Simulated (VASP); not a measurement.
# InP (Pm-3m) in VASP: vibrations by perturbation theory with PBE

Aim: the vibrations by perturbation theory of InP with PBE.

Everything below comes from runs of VASP 6.6.1. Logs are shortened: lines on timing, memory, paths and dates and some standing lists are left out, and cuts for length are marked.

### 1 The cell of the first run

It takes space group Pm-3m (No. 221, cubic). The conventional cell has a = 3.378 Å, b = 3.378 Å, c = 3.378 Å, α = 90.00°, β = 90.00°, γ = 90.00°. In (site symmetry m-3m) has 8 P at 2.93 Å and 6 In at 3.38 Å within 3.9 Å. Within 3.9 Å of P (site symmetry m-3m) lie 8 In at 2.93 Å and 6 P at 3.38 Å.

### 2 Vibrations by perturbation theory, PBE

File INCAR:

```
PREC     = Accurate       # precision mode
ENCUT    = 520            # plane-wave cutoff, eV
EDIFF    = 1E-8           # SCF threshold, eV
ISMEAR   = -1             # smearing method
SIGMA    = 0.15           # smearing width, eV
LREAL    = False          # projectors in reciprocal space
LASPH    = True           # aspherical terms in the spheres
NELM     = 60             # most SCF steps
ALGO     = Normal         # electronic algorithm
ISIF     = 2              # what is computed and relaxed
LWAVE    = False          # write WAVECAR
LCHARG   = True           # write CHGCAR
GGA      = PE             # functional
IBRION   = 8              # ionic algorithm
NSW      = 1              # ionic steps
```

File KPOINTS:

```
regular mesh
0
Gamma
  12 12 12
```

File POSCAR:

```
InP
1.0
    3.3776000000      0.0000000000      0.0000000000
    0.0000000000      3.3776000000      0.0000000000
    0.0000000000      0.0000000000      3.3776000000
In P
1 1
Direct
    0.0000000000      0.0000000000      0.0000000000
    0.5000000000      0.5000000000      0.5000000000
```

Potentials or basis: VASP PAW PBE potentials, release 64 (In_d, P).

On the command line:

```console
> cat potpaw_PBE.64/In_d/POTCAR potpaw_PBE.64/P/POTCAR > POTCAR
> mpirun -np 1 vasp_std > vasp.out
```

OUTCAR:

```text
PREC = Accurate
   ENCUT = 520
   EDIFF = 1E-8
   ISMEAR = -1
   LREAL = False
   LASPH = True
   NELM = 60
   ISIF = 2
   GGA = PE
   IBRION = 8
   NSW = 1

 ion  position               nearest neighbor table
   1  0.000  0.000  0.000-   2 2.93   2 2.93   2 2.93   2 2.93   2 2.93   2 2.93   2 2.93   2 2.93

   2  0.500  0.500  0.500-   1 2.93   1 2.93   1 2.93   1 2.93   1 2.93   1 2.93   1 2.93   1 2.93

  LATTYP: Found a simple cubic cell.
 ALAT       =     3.3776000000

  Lattice vectors:

 A1 = (   3.3776000000,   0.0000000000,   0.0000000000)
 A2 = (   0.0000000000,   3.3776000000,   0.0000000000)
 A3 = (   0.0000000000,   0.0000000000,   3.3776000000)

Analysis of symmetry for initial positions (statically):
=====================================================================
 Subroutine PRICEL returns:
 Original cell was already a primitive cell.

 Routine SETGRP: Setting up the symmetry group for a
 simple cubic supercell.

 Subroutine GETGRP returns: Found 48 space group operations
 (whereof 48 operations were pure point group operations)
 out of a pool of 48 trial point group operations.

The static configuration has the point symmetry O_h .

Analysis of symmetry for dynamics (positions and initial velocities):
=====================================================================
 Subroutine PRICEL returns:
 Original cell was already a primitive cell.

 Routine SETGRP: Setting up the symmetry group for a
 simple cubic supercell.

 Subroutine GETGRP returns: Found 48 space group operations
 (whereof 48 operations were pure point group operations)
 out of a pool of 48 trial point group operations.

The dynamic configuration has the point symmetry O_h .

 Subroutine INISYM returns: Found 48 space group operations
 (whereof 48 operations are pure point group operations),
 and found     1 'primitive' translations

----------------------------------------------------------------------------------------

                                     Primitive cell

  volume of cell :      38.5323

  direct lattice vectors                    reciprocal lattice vectors
     3.377600000  0.000000000  0.000000000     0.296068214  0.000000000  0.000000000
     0.000000000  3.377600000  0.000000000     0.000000000  0.296068214  0.000000000
     0.000000000  0.000000000  3.377600000     0.000000000  0.000000000  0.296068214

  length of vectors
     3.377600000  3.377600000  3.377600000     0.296068214  0.296068214  0.296068214

  position of ions in fractional coordinates (direct lattice)
     0.000000000  0.000000000  0.000000000
     0.500000000  0.500000000  0.500000000

  ion indices of the primitive-cell ions
   primitive index   ion index
                 1           1
                 2           2

----------------------------------------------------------------------------------------

 KPOINTS: regular mesh

Automatic generation of k-mesh.
 Grid dimensions read from file:
 generate k-points for:   12   12   12

 Generating k-lattice:

  Cartesian coordinates                     Fractional coordinates (reciprocal lattice)
     0.024672351  0.000000000  0.000000000     0.083333333  0.000000000  0.000000000
     0.000000000  0.024672351  0.000000000     0.000000000  0.083333333  0.000000000
     0.000000000  0.000000000  0.024672351     0.000000000  0.000000000  0.083333333

  Length of vectors
     0.024672351  0.024672351  0.024672351

[... 83 lines left out ...]
   LRPA    =     F    only Hartree local field effects (RPA)
 non-spin polarized calculation
  energy-cutoff  :      520.00
  volume of cell :       38.53
 maximum number of plane-waves:      1064
 NGX is ok and might be reduce to    28
   NGX = 13   NGY = 13   NGZ = 13

--------------------------------------- Ionic step        1  -------------------------------------------

 number of electron      17.9999996 magnetization

 Free energy of the ion-electron system (eV)
  ---------------------------------------------------
  ext. energy  EPLUGINS =         0.00000000
  ---------------------------------------------------
  free energy    TOTEN  =        -7.20574042 eV

  energy without entropy =       -7.11719576  energy(sigma->0) =       -7.16146809

 E-fermi :   8.6296     XC(G=0): -10.9996

 val. band max:        8.6059544060   @ k =   0.3333   0.2500   0.0833
 cond. band min:       8.6374133249   @ k =   0.5000   0.0833   0.0000
 fundamental gap:      0.0314589189
 Fermi energy:         8.6295757992

 k-point     1 :       0.0000    0.0000    0.0000
  band No.  band energies     occupation
      1      -6.0132      2.00000
      2      -6.0132      2.00000
      3      -5.6878      2.00000
      4      -5.6878      2.00000
      5      -5.6878      2.00000
      6      -4.3123      2.00000
      7       7.4133      1.99940
      8       7.6806      1.99643
      9       7.6806      1.99643
     10       7.6806      1.99643
     11      13.2954      0.00000
     12      13.2954      0.00000
     13      19.2075      0.00000
[... 354 lines left out ...]
  band No.  band energies     occupation
      1      -6.0465      2.00000
      2      -5.8905      2.00000
      3      -5.7806      2.00000
      4      -5.7560      2.00000
      5      -5.6410      2.00000
      6      -1.2436      2.00000
      7       2.5277      2.00000
      8       4.4020      2.00000
      9       7.3752      1.99953
     10       9.6775      0.00185
     11      13.8990      0.00000
     12      15.6525      0.00000
     13      15.7499      0.00000

 [... further k-points ...]

------------------------ aborting loop because EDIFF is reached ----------------------------------------

  FORCE on cell =-STRESS in cart. coord.  units (eV):
  Direction    XX          YY          ZZ          XY          YZ          ZX
  --------------------------------------------------------------------------------------
  -------------------------------------------------------------------------------------
  Total        1.1288775      1.1288775      1.1288775      0.0000000      0.0000000     -0.0000000
  in kB       46.9388818     46.9388818     46.9388818      0.0000000      0.0000000     -0.0000000
  external PRESSURE =      46.9388818 kB  Pullay stress =       0.0000000 kB

 VOLUME and BASIS-vectors are now :
 -----------------------------------------------------------------------------
  energy-cutoff  :      520.00
  volume of cell :       38.53
      direct lattice vectors                 reciprocal lattice vectors
     3.377600000  0.000000000  0.000000000     0.296068214  0.000000000  0.000000000
     0.000000000  3.377600000  0.000000000     0.000000000  0.296068214  0.000000000
     0.000000000  0.000000000  3.377600000     0.000000000  0.000000000  0.296068214

 POSITION                                       TOTAL-FORCE (eV/Angst)
 -----------------------------------------------------------------------------------
      0.00000      0.00000      0.00000         0.000000      0.000000      0.000000
      1.68880      1.68880      1.68880         0.000000      0.000000      0.000000
 -----------------------------------------------------------------------------------
    total drift:                               -0.000000      0.000000     -0.000000

  FREE ENERGIE OF THE ION-ELECTRON SYSTEM (eV)
  ---------------------------------------------------
  free  energy   TOTEN  =        -7.2057404162 eV

  energy  without entropy=       -7.1171957557  energy(sigma->0) =       -7.16146809

[... ionic steps 2 to 3 ...]

--------------------------------------- Ionic step        4  -------------------------------------------

------------------------ aborting loop because EDIFF is reached ----------------------------------------

[... ionic steps 5 to 6 ...]

--------------------------------------- Ionic step        7  -------------------------------------------

 Free energy of the ion-electron system (eV)
  ---------------------------------------------------
  ---------------------------------------------------
  free energy    TOTEN  =        -0.04473034 eV

  energy without entropy =       -0.04473034

------------------------ aborting loop because EDIFF is reached ----------------------------------------

 INTERNAL STRAIN TENSOR  FOR ION    2  DIRECTION 1   (eV/Angst):
 -----------------------------------------------------------------------------
    -0.05962  0.00000 -0.00000
     0.00000  0.02945 -0.00000
     0.00000 -0.00000  0.02945

 INTERNAL STRAIN TENSOR FOR ION    2 for displacements in x,y,z  (eV/Angst):
          X           Y           Z          XY          YZ          ZX
  --------------------------------------------------------------------------------
  x     0.00000     0.00000     0.00000     0.00000     0.00000     0.00000
  y     0.00000     0.00000     0.00000     0.00000     0.00000     0.00000
  z     0.00000     0.00000     0.00000     0.00000     0.00000     0.00000

 SECOND DERIVATIVES (NOT SYMMETRIZED)
 ------------------------------------
               1X          1Y          1Z          2X          2Y          2Z
  1X    -1.404117    0.000000    0.000000    1.404117   -0.000000    0.000000
  1Y     0.000000   -1.404117   -0.000000   -0.000000    1.404117    0.000000
  1Z     0.000000    0.000000   -1.404117   -0.000000   -0.000000    1.404117
  2X     1.440688   -0.000000    0.000000   -1.440688    0.000000    0.000000
  2Y     0.000000    1.440688   -0.000000   -0.000000   -1.440688    0.000000
  2Z    -0.000000    0.000000    1.440688    0.000000    0.000000   -1.440688

 Eigenvectors and eigenvalues of the dynamical matrix
 ----------------------------------------------------

   1 f  =    3.789045 THz    23.807273 2PiTHz  126.388941 cm-1    15.670225 meV
             X         Y         Z           dx          dy          dz
      0.000000  0.000000  0.000000     0.000000    0.456285    0.000000
      1.688800  1.688800  1.688800     0.000000   -0.889834    0.000000
[... 21 lines left out ...]
   6 f/i=    0.019777 THz     0.124264 2PiTHz    0.659698 cm-1     0.081792 meV
             X         Y         Z           dx          dy          dz
      0.000000  0.000000  0.000000    -0.000000    0.000000    0.889834
      1.688800  1.688800  1.688800     0.000000    0.000000    0.456285

--------------------------------------------------------------------------------------------------------

 ELASTIC MODULI CONTR FROM IONIC RELAXATION (kBar)
 Direction    XX          YY          ZZ          XY          YZ          ZX
 --------------------------------------------------------------------------------
 XX           0.0000      0.0000      0.0000      0.0000      0.0000      0.0000
 YY           0.0000      0.0000      0.0000      0.0000      0.0000      0.0000
 ZZ           0.0000      0.0000      0.0000      0.0000      0.0000      0.0000
 XY           0.0000      0.0000      0.0000      0.0000      0.0000      0.0000
 YZ           0.0000      0.0000      0.0000      0.0000      0.0000      0.0000
 ZX           0.0000      0.0000      0.0000      0.0000      0.0000      0.0000
 --------------------------------------------------------------------------------
```

It took 8.8 min on 1 thread of Intel Xeon 8259CL, shared host; peak memory 0.38 GiB.

What came out:

```
Highest phonon frequency at Γ, LO-TO splitting left out : 126 cm⁻¹
```

Phonon frequencies in cm⁻¹ (negative: imaginary):
| q point | frequencies |
| --- | --- |
| (0.000, 0.000, 0.000) | -1 -1 -1 126 126 126 |

Caveat: the cell stands under pressure or tension, which shifts response properties; spin-orbit coupling is left out, which moves the levels of the heavy elements.
